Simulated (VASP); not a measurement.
B, 1 atom in the cell. The structure is tetragonal, space group I4/mmm (No. 139). The conventional cell has a = 2.218 Å, b = 2.218 Å, c = 3.848 Å, α = 90.00°, β = 90.00°, γ = 90.00°. Within 2.9 Å of B (site symmetry 4/mmm) lie 12 B at 2.22 to 2.48 Å.  This cell differs from its parent crystal: Ga replaced by B, lengths x 0.813, strained.

```yaml
Program: VASP 6.6.1
Task: single point
Functional: PBEsol
Potentials_or_basis: VASP PAW PBE potentials, release 64 (B)
Cutoff: 520 eV
k_mesh: 26 × 26 × 26
Occupations: gaussian, width 0.1 eV
Spin: no spin polarisation
Dipole_correction: no
Further_INCAR_settings: ALGO = Normal; EDIFF = 1e-07; NBANDS = 8
```

Potentials or basis: VASP PAW PBE potentials, release 64 (B).

Command:

```bash
$ cat potpaw_PBE.64/B/POTCAR > POTCAR
$ mpirun -np 1 vasp_std > vasp.out
```

Hardware: 1 thread of Intel(R) Xeon(R) 6975P-C (Granite Rapids) (shared host).

Q: Estimate the wall time of this run.

A: It took 28 s on 1 thread of Intel(R) Xeon(R) 6975P-C (Granite Rapids), with other jobs on the host, peak memory 0.18 GiB. Counts: scf iterations 9, k points 1330.
